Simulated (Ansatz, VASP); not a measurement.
# Two plane-wave programs on KI

```
CELL_PARAMETERS angstrom
0.08347 3.54429 3.54429
3.54429 0.08347 3.54429
3.62775 3.62775 0.00000
ATOMIC_POSITIONS crystal
K 0.00000 0.00000 0.00000
I 0.50000 0.50000 0.50000
```

Change from the starting cell: shear_xy strain +4.7%.

Alike in both runs: task single point; functional HSE06; k mesh 4 × 4 × 4; no spin polarisation.

```csv
,VASP,Ansatz
version,VASP 6.6.1,Ansatz 0.2.0
potentials or method,"VASP PAW PBE potentials, release 64 (K_sv, I)","plane waves, PAW"
plane-wave cutoff (eV),520,420
occupations,"gaussian, width 0.01 eV",fixed
valence electrons in the cell,16,26
```

VASP gave:

| Quantity | Value |
| --- | --- |
| gap on the k mesh at the Fermi level (eV) | 4.86 |
| pressure (GPa) | 0.3 |
| traceless stress, the component that is largest in VASP (GPa) | -0.18 |

Question: Estimate Ansatz's values.

Answer: gap on the k mesh at the Fermi level (eV): 4.87; pressure (GPa): 0.3; traceless stress, the component that is largest in VASP (GPa): -0.18.

VASP's potentials hold 16 valence electrons a cell and Ansatz's 26, so a difference there can come from the potentials and not from the codes. Ansatz's warnings: stress exchange threshold loose, stress scf threshold loose.

Neither program's run includes spin-orbit coupling.
